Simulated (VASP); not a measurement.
# Bi (R-3m) in VASP: further runs

Bi is run at these levels: PBE+D3(BJ); tasks: single point.

Program: VASP 6.6.1. These are calculated values, not measurements. Logs are shortened: lines on timing, memory, paths and dates and some standing lists are left out, and cuts for length are marked.

### Step 1. The cell of the first run

The structure is trigonal, space group R-3m (No. 166). The conventional cell has a = 4.535 Å, b = 4.535 Å, c = 11.814 Å, α = 90.00°, β = 90.00°, γ = 120.00°. Bi (site symmetry 3m) has 6 Bi at 3.06 to 3.52 Å within 4.0 Å.

### Step 2. Single point, PBE+D3(BJ)

The input, INCAR:

```
  PREC = Accurate
  ENCUT = 520
  EDIFF = 1E-6
  ISMEAR = 0
  SIGMA = 0.1
  LREAL = F
  LASPH = T
  NELM = 80
  ALGO = Normal
  ISIF = 2
  LWAVE = F
  LCHARG = T
  GGA = PE
  IVDW = 12
  LELF = T
  LVHAR = T
  NBANDS = 22
```

The input, KPOINTS:

```
regular mesh
0
Gamma
  6 6 6
```

The input, POSCAR:

```
Bi
1.0
    2.2675000000      1.3091417354      3.9380000000
   -2.2675000000      1.3091417354      3.9380000000
    0.0000000000     -2.6182834708      3.9380000000
Bi
2
Direct
    0.2340000000      0.2340000000      0.2340000000
    0.7660000000      0.7660000000      0.7660000000
```

Potentials or basis: VASP PAW PBE potentials, release 64 (Bi_d).

The run is started by

```bash
> cat potpaw_PBE.64/Bi_d/POTCAR > POTCAR
> mpirun -np 1 vasp_std > vasp.out
```

OUTCAR:

```text
PREC = Accurate
   ENCUT = 520
   EDIFF = 1E-6
   ISMEAR = 0
   LREAL = F
   LASPH = T
   NELM = 80
   ISIF = 2
   GGA = PE
   IVDW = 12
 IVDW          = 12

 ion  position               nearest neighbor table
   1  0.234  0.234  0.234-   2 3.06   2 3.06   2 3.06   2 3.52   2 3.52   2 3.52
   2  0.766  0.766  0.766-   1 3.06   1 3.06   1 3.06   1 3.52   1 3.52   1 3.52

  LATTYP: Found a trigonal (rhomboedric) cell.
 ALAT       =     4.7289800521
 COS(alpha) =     0.5401781303

  Lattice vectors:

 A1 = (   2.2675000000,   1.3091417354,   3.9380000000)
 A2 = (  -2.2675000000,   1.3091417354,   3.9380000000)
 A3 = (   0.0000000000,  -2.6182834708,   3.9380000000)

Analysis of symmetry for initial positions (statically):
=====================================================================
 Subroutine PRICEL returns:
 Original cell was already a primitive cell.

 Routine SETGRP: Setting up the symmetry group for a
 trigonal (rhombohedral) supercell.

 Subroutine GETGRP returns: Found 12 space group operations
 (whereof 12 operations were pure point group operations)
 out of a pool of 12 trial point group operations.

The static configuration has the point symmetry D_3d.

Analysis of symmetry for dynamics (positions and initial velocities):
=====================================================================
 Subroutine PRICEL returns:
 Original cell was already a primitive cell.

 Routine SETGRP: Setting up the symmetry group for a
 trigonal (rhombohedral) supercell.

 Subroutine GETGRP returns: Found 12 space group operations
 (whereof 12 operations were pure point group operations)
 out of a pool of 12 trial point group operations.

The dynamic configuration has the point symmetry D_3d.

 Subroutine INISYM returns: Found 12 space group operations
 (whereof 12 operations are pure point group operations),
 and found     1 'primitive' translations

----------------------------------------------------------------------------------------

                                     Primitive cell

  volume of cell :      70.1392

  direct lattice vectors                    reciprocal lattice vectors
     2.267500000  1.309141735  3.938000000     0.220507166  0.127309872  0.084645336
    -2.267500000  1.309141735  3.938000000    -0.220507166  0.127309872  0.084645336
     0.000000000 -2.618283471  3.938000000     0.000000000 -0.254619744  0.084645336

  length of vectors
     4.728980052  4.728980052  4.728980052     0.268320791  0.268320791  0.268320791

  position of ions in fractional coordinates (direct lattice)
     0.234000000  0.234000000  0.234000000
     0.766000000  0.766000000  0.766000000

  ion indices of the primitive-cell ions
   primitive index   ion index
                 1           1
                 2           2

----------------------------------------------------------------------------------------

 KPOINTS: regular mesh

Automatic generation of k-mesh.
 Grid dimensions read from file:
 generate k-points for:    6    6    6

 Generating k-lattice:

  Cartesian coordinates                     Fractional coordinates (reciprocal lattice)
     0.036751194  0.021218312  0.014107556     0.166666667 -0.000000000  0.000000000
    -0.036751194  0.021218312  0.014107556    -0.000000000  0.166666667  0.000000000
     0.000000000 -0.042436624  0.014107556     0.000000000  0.000000000  0.166666667

  Length of vectors
     0.044720132  0.044720132  0.044720132

  Shift w.r.t. Gamma in fractional coordinates (k-lattice)
     0.000000000  0.000000000  0.000000000

 Subroutine IBZKPT returns following result:
 ===========================================

 Found     32 irreducible k-points:

 Following reciprocal coordinates:
            Coordinates               Weight
  0.000000  0.000000  0.000000      1.000000
  0.166667  0.000000 -0.000000      6.000000
  0.333333  0.000000  0.000000      6.000000
  0.500000  0.000000  0.000000      3.000000
  0.166667  0.166667 -0.000000      6.000000
  0.333333  0.166667  0.000000     12.000000
[... 16 lines left out ...]
  0.500000  0.500000  0.166667      6.000000
 -0.333333  0.500000  0.166667     12.000000
 [... further k-points ...]
   k-points           NKPTS =     32   k-points in BZ     NKDIM =     32   number of bands    NBANDS=     22
   number of dos      NEDOS =    301   number of ions     NIONS =      2
   total plane-waves  NPLWV =  46656
   dimension x,y,z NGX =    36 NGY =   36 NGZ =   36
   dimension x,y,z NGXF=    72 NGYF=   72 NGZF=   72
   ions per type =               2
   NGX,Y,Z   is equivalent  to a cutoff of  12.66, 12.66, 12.66 a.u.
   NGXF,Y,Z  is equivalent  to a cutoff of  25.31, 25.31, 25.31 a.u.
 SYSTEM =  unknown system
   PREC   = accura    normal or accurate (medium, high low for compatibility)
   ISTART =      0    job   : 0-new  1-cont  2-samecut
   ICHARG =      2    charge: 1-file 2-atom 10-const
   ISPIN  =      1    spin polarized calculation?
   LNONCOLLINEAR =      F non collinear calculations
   LSORBIT =      F    spin-orbit coupling
   LASPH  =      T    aspherical Exc in radial PAW
   ENCUT  =  520.0 eV  38.22 Ry    6.18 a.u.   8.79  8.79  8.79*2*pi/ulx,y,z
   NELM   =     80;   NELMIN=  2; NELMDL= -5     # of ELM steps
   EDIFF  = 0.1E-05   stopping-criterion for ELM
   LREAL  =      F    real-space projection
   EDIFFG = 0.1E-04   stopping-criterion for IOM
   NSW    =      0    number of steps for IOM
   IBRION =     -1    ionic relax: 0-MD 1-quasi-New 2-CG
   NFREE  =      0    steps in history (QN), initial steepest desc. (CG)
   ISIF   =      2    stress and relaxation
   ISYM   =      2    0-nonsym 1-usesym 2-fastsym
   POTIM  = 0.5000    time-step for ionic-motion
   TEBEG  =    0.0;   TEEND  =   0.0 temperature during run
   PSTRESS=    0.0 pullay stress
   NELECT =      30.0000    total number of electrons
   NUPDOWN=      -1.0000    fix difference up-down
   EMIN   =  10.00;   EMAX   =-10.00  energy-range for DOS
   EFERMI =   0.00;   METHOD = LEGACY
   ISMEAR =     0;   SIGMA  =   0.10  broadening in eV -4-tet -1-fermi 0-gaus
   EFERMI_NEDOS =   21; number of points for ismear=-14 and -15
   IALGO  =     38    algorithm
   IMIX   =      4    mixing-type and parameters
     AMIX     =   0.40;   BMIX     =  1.00
     AMIX_MAG =   1.60;   BMIX_MAG =  1.00
  volume/ion in A,a.u.               =      35.07       236.66
  Fermi-wavevector in a.u.,A,eV,Ry     =   1.233469  2.330919 20.700530  1.521446
  Thomas-Fermi vector in A             =   2.368198
   LORBIT       =      0    0 simple, 1 ext, 2 COOP (PROOUT), +10 PAW based schemes
   GGA     = PE    functional components
   LHFCALC =     F    Hartree Fock is set to
   AEXX    =    0.0000 exact exchange contribution
   IVDW    =    12    specifies the selected vdW correction
   LEPSILON=     F    determine dielectric tensor
   LRPA    =     F    only Hartree local field effects (RPA)
 non-spin polarized calculation
 Gauss-broadening in eV      SIGMA  =   0.10
  energy-cutoff  :      520.00
  volume of cell :       70.14
 maximum number of plane-waves:      1934
   NGX = 17   NGY = 17   NGZ = 17

 number of electron      30.0000004 magnetization

 Free energy of the ion-electron system (eV)
  ---------------------------------------------------
  ext. energy  EPLUGINS =         0.00000000
  ---------------------------------------------------
  free energy    TOTEN  =        -7.77560429 eV

  energy without entropy =       -7.77312122  energy(sigma->0) =       -7.77436276

 E-fermi :   6.2957     XC(G=0):  -9.5461

 val. band max:        6.2658575394   @ k =  -0.3333   0.5000   0.3333
 cond. band min:       6.9020230573   @ k =   0.3333   0.1667   0.1667
 fundamental gap:      0.6361655179
 Fermi energy:         6.2956513586

 k-point     1 :       0.0000    0.0000    0.0000
  band No.  band energies     occupation
      1     -16.5613      2.00000
      2     -16.5613      2.00000
      3     -16.4089      2.00000
      4     -16.4089      2.00000
      5     -16.3922      2.00000
      6     -16.2222      2.00000
[... 14 lines left out ...]
     21      12.1626      0.00000
     22      12.4944      0.00000

 k-point     2 :       0.1667    0.0000   -0.0000
  band No.  band energies     occupation
      1     -16.5416      2.00000
      2     -16.5357      2.00000
      3     -16.4004      2.00000
      4     -16.3934      2.00000
      5     -16.3784      2.00000
      6     -16.2356      2.00000
[... 14 lines left out ...]
     21      12.5050      0.00000
     22      14.3200      0.00000

 k-point     3 :       0.3333    0.0000    0.0000
  band No.  band energies     occupation
      1     -16.4940      2.00000
      2     -16.4662      2.00000
      3     -16.3831      2.00000
      4     -16.3536      2.00000
      5     -16.3391      2.00000
      6     -16.2796      2.00000
[... 14 lines left out ...]
     21      13.8890      0.00000
     22      16.7021      0.00000

 k-point     4 :       0.5000    0.0000    0.0000
  band No.  band energies     occupation
      1     -16.4627      2.00000
      2     -16.3929      2.00000
      3     -16.3724      2.00000
      4     -16.3510      2.00000
      5     -16.3131      2.00000
      6     -16.2977      2.00000
[... 14 lines left out ...]
     21      15.4663      0.00000
     22      15.7202      0.00000

 k-point     5 :       0.1667    0.1667   -0.0000
  band No.  band energies     occupation
      1     -16.5580      2.00000
      2     -16.5105      2.00000
      3     -16.4086      2.00000
      4     -16.3859      2.00000
      5     -16.3721      2.00000
      6     -16.2410      2.00000
[... 14 lines left out ...]
     21      13.2025      0.00000
     22      13.3721      0.00000

 k-point     6 :       0.3333    0.1667    0.0000
  band No.  band energies     occupation
      1     -16.5338      2.00000
      2     -16.4554      2.00000
      3     -16.3950      2.00000
      4     -16.3674      2.00000
      5     -16.3391      2.00000
      6     -16.2748      2.00000
[... 14 lines left out ...]
     21      14.3968      0.00000
     22      15.2718      0.00000

 k-point     7 :       0.5000    0.1667    0.0000
  band No.  band energies     occupation
      1     -16.4909      2.00000
      2     -16.4037      2.00000
      3     -16.3644      2.00000
      4     -16.3508      2.00000
      5     -16.3216      2.00000
      6     -16.2963      2.00000
[... 324 lines left out ...]
      6     -16.2734      2.00000
[... 14 lines left out ...]
     21      14.7863      0.00000
     22      15.4114      0.00000

 k-point    21 :      -0.3333    0.3333    0.1667
  band No.  band energies     occupation
      1     -16.4984      2.00000
      2     -16.4249      2.00000
      3     -16.3751      2.00000
      4     -16.3508      2.00000
      5     -16.3089      2.00000
      6     -16.2962      2.00000
[... 14 lines left out ...]
     21      16.1327      0.00000
     22      16.3964      0.00000

 k-point    22 :      -0.1667    0.3333    0.1667
  band No.  band energies     occupation
      1     -16.5219      2.00000
      2     -16.3979      2.00000
      3     -16.3835      2.00000
      4     -16.3464      2.00000
      5     -16.3230      2.00000
      6     -16.2955      2.00000
[... 14 lines left out ...]
     21      14.8660      0.00000
     22      15.5588      0.00000

 k-point    23 :       0.5000    0.5000    0.1667
  band No.  band energies     occupation
      1     -16.5312      2.00000
      2     -16.4310      2.00000
      3     -16.4068      2.00000
      4     -16.3357      2.00000
      5     -16.3266      2.00000
      6     -16.2768      2.00000
[... 14 lines left out ...]
     21      15.7345      0.00000
     22      16.6372      0.00000

 k-point    24 :      -0.3333    0.5000    0.1667
  band No.  band energies     occupation
      1     -16.5197      2.00000
      2     -16.4254      2.00000
      3     -16.3923      2.00000
      4     -16.3424      2.00000
      5     -16.3058      2.00000
      6     -16.2943      2.00000
[... 14 lines left out ...]
     21      16.3411      0.00000
     22      16.7051      0.00000

 [... further k-points ...]

------------------------ aborting loop because EDIFF is reached ----------------------------------------

 Edisp (eV)   -0.91035

 E8    (eV) :    -0.4524

  FORCE on cell =-STRESS in cart. coord.  units (eV):
  Direction    XX          YY          ZZ          XY          YZ          ZX
  --------------------------------------------------------------------------------------
  -------------------------------------------------------------------------------------
  Total      -0.03068    -0.03068     0.01246     0.00000    -0.00000     0.00000
  in kB      -0.70071    -0.70071     0.28463     0.00000    -0.00000     0.00000
  external pressure =       -0.37 kB  Pullay stress =        0.00 kB

 VOLUME and BASIS-vectors are now :
 -----------------------------------------------------------------------------
  energy-cutoff  :      520.00
  volume of cell :       70.14
      direct lattice vectors                 reciprocal lattice vectors
     2.267500000  1.309141735  3.938000000     0.220507166  0.127309872  0.084645336
    -2.267500000  1.309141735  3.938000000    -0.220507166  0.127309872  0.084645336
     0.000000000 -2.618283471  3.938000000     0.000000000 -0.254619744  0.084645336

 POSITION                                       TOTAL-FORCE (eV/Angst)
 -----------------------------------------------------------------------------------
      0.00000      0.00000      2.76448         0.000000      0.000000      0.123830
      0.00000      0.00000      9.04952         0.000000      0.000000     -0.123830
 -----------------------------------------------------------------------------------
    total drift:                               -0.000000      0.000000     -0.000000

  FREE ENERGIE OF THE ION-ELECTRON SYSTEM (eV)
  ---------------------------------------------------
  free  energy   TOTEN  =        -8.6859504232 eV

  energy  without entropy=       -8.6834673595  energy(sigma->0) =       -8.68470889
```

It took 15 s on 1 thread of Intel Xeon 6975P-C (Granite Rapids), shared host; peak memory 0.22 GiB.

Results:

| Property | Result |
| --- | --- |
| Free energy | -8.6860 eV |
| Pressure | 0.0 GPa |
| Largest force | 0.124 eV/Å |
| Band gap on the k mesh | zero (band 15 reaches 6.27 eV, above the bottom of band 16 at 6.12 eV) |
| Dispersion energy per atom | -0.455 eV |

Forces in eV/Å, atoms in the order of the input:
```
Bi   0.000  0.000  0.124
Bi   0.000  0.000 -0.124
```

Caveat: spin-orbit coupling is left out, which moves the levels of the heavy elements; pairwise dispersion overbinds metals, which lowers pressure and volume.

(Part 1 of 2 ends here.)
